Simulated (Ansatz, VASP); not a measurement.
## One calculation of Ru, two programs

```
CELL_PARAMETERS angstrom
2.78697 0.00000 0.00000
-1.39349 2.41359 0.00000
0.00000 0.00000 4.15344
ATOMIC_POSITIONS crystal
Ru 0.33333 0.66667 0.25000
Ru 0.66667 0.33333 0.75000
```

Change from the starting cell: strain +0.030 along x and y, -0.030 along z, atoms carried along.

Alike in both runs: task single point; functional r2SCAN; k mesh 24 × 24 × 12; occupations gaussian, width 0.15 eV; no spin polarisation.

|  | VASP | Ansatz |
| --- | --- | --- |
| version | VASP 6.6.1 | Ansatz 0.2.0 |
| potentials or method | VASP PAW PBE potentials, release 64 (Ru_pv), cutoff 520 eV | scalar-relativistic, plane waves, PAW |
| valence electrons in the cell | 28 | 32 |

```tsv
	VASP	Ansatz	Ansatz less VASP
gap on the k mesh at the Fermi level (eV)	none	none	-
pressure (GPa)	-7.6	-8.9	-1.31
traceless stress, the component that is largest in VASP (GPa)	14.82	14.62	-0.202
```

VASP's potentials were made for PBE, not for r2SCAN. A gap of «none» marks a metal or a gap that the smearing closes. VASP's potentials hold 28 valence electrons a cell and Ansatz's 32, so a difference there can come from the potentials and not from the codes.
